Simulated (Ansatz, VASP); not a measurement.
One calculation of TaS2, two programs

File INCAR:

```
SYSTEM = TaS2
ALGO = Normal ; EDIFF = 1E-6
ENCUT = 500 ; GGA = PE
GGA_COMPAT = .False. ; ISIF = 2
ISMEAR = -4 ; LASPH = .True.
LCHARG = .False. ; LREAL = .False.
LWAVE = .False. ; NBANDS = 18
NELM = 120 ; PREC = Accurate
SIGMA = 0.1
```

KPOINTS

```
k-points
0
Gamma
  6 6 4
  0 0 0
```

POSCAR

```
TaS2
1.0
    3.3828573416      0.0000000000      0.0000000000
   -1.6914286708      2.9296403952      0.0000000000
    0.0000000000      0.0000000000      6.1679785700
Ta S
1 2
Direct
    0.0000000000      0.0000000000      0.0000000000
    0.6666666667      0.3333333333      0.7542821200
    0.3333333333      0.6666666667      0.2457178800
```

Input for Ansatz:

```yaml
crystal:
  lattice:
    - [3.3828573416, 0.0, 0.0]
    - [-1.6914286708, 2.9296403952, 0.0]
    - [0.0, 0.0, 6.16797857]
  atoms:
    - { symbol: Ta, position: [0.0, 0.0, 0.0] }
    - { symbol: S, position: [0.6666666667, 0.3333333333, 0.75428212] }
    - { symbol: S, position: [0.3333333333, 0.6666666667, 0.24571788] }
basis:
  ecutwfc: 420
kpoints:
  mp_grid: { grid: [6, 6, 4] }
hamiltonian:
  xc: pbe
scf:
  occupations: { method: tetrahedron_uncorrected }
  mixing: { algorithm: anderson }
  max_iter: 56
output:
  forces: true
  stress: true
  eigenvalues: true
```

Alike in both runs: task single point; functional PBE; k mesh 6 × 6 × 4; no spin polarisation.

```csv
,VASP,Ansatz
version,VASP 6.6.1,Ansatz 0.2.0
potentials or method,"VASP PAW PBE potentials, release 64 (Ta_pv, S), cutoff 500 eV","scalar-relativistic, plane waves, PAW"
occupations,tetrahedron,tetrahedron-uncorrected
valence electrons in the cell,23,25
```

Ansatz gave:

- gap on the k mesh at the Fermi level (eV): none
- pressure (GPa): 1.7
- traceless stress, the component that is largest in VASP (GPa): 0.42
- rms of the force components (eV/Å): 0.074

Problem. What did VASP give for the same quantities?

Solution. gap on the k mesh at the Fermi level (eV): none; pressure (GPa): 1.7; traceless stress, the component that is largest in VASP (GPa): 0.48; rms of the force components (eV/Å): 0.079.

Atom by atom the forces differ by 0.005 eV/Å (rms over components). A gap of «none» marks a metal or a gap that the smearing closes. VASP's potentials hold 23 valence electrons a cell and Ansatz's 25, so a difference there can come from the potentials and not from the codes. Ansatz's warnings: band table not solved further.

Spin-orbit coupling is off throughout.
